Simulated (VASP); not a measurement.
RuSe: single point with PBE

Crystal: RuSe.

```
CELL_PARAMETERS angstrom
3.18769 0.00000 0.00000
0.00000 3.18769 0.00000
0.00000 0.00000 3.18769
ATOMIC_POSITIONS crystal
Ru 0.00000 0.00000 0.00000
Se 0.50000 0.50000 0.50000
```

```yaml
Program: VASP 6.6.1
Task: single point
Functional: PBE
Potentials_or_basis: VASP PAW PBE potentials, release 64 (Ru_pv, Se)
Cutoff: 520 eV
k_mesh: 8 × 8 × 8
Occupations: fermi-dirac, width 0.05 eV
Spin: no spin polarisation
Dipole_correction: no
Further_INCAR_settings: ALGO = Normal; EDIFF = 1e-07; NBANDS = 17
```

The pressure is -8.5 GPa and the band gap on the k mesh is zero (band 10 reaches 12.17 eV, above the bottom of band 11 at 8.72 eV).

Levels at points of the mesh, in eV from the Fermi level:
```
           k point  band 7  band 8  band 9  band 10  band 11  band 12  band 13  band 14
(0.00, 0.00, 0.00)   -1.60   -1.60   -1.60    -0.82    -0.82    -0.82     2.50     8.64
(0.50, 0.00, 0.00)   -3.65   -3.00   -0.64     0.19     2.84     2.84     5.47     6.17
(0.50, 0.50, 0.00)   -3.34   -1.82   -1.82    -0.88     0.01     0.22     3.15    10.35
(0.50, 0.50, 0.50)   -6.91    0.28    0.28     2.62     2.62     2.62     2.63     2.63
```

It took 23 s on 1 thread of Intel Xeon 6975P-C, with other jobs on the host, peak memory 0.15 GiB.
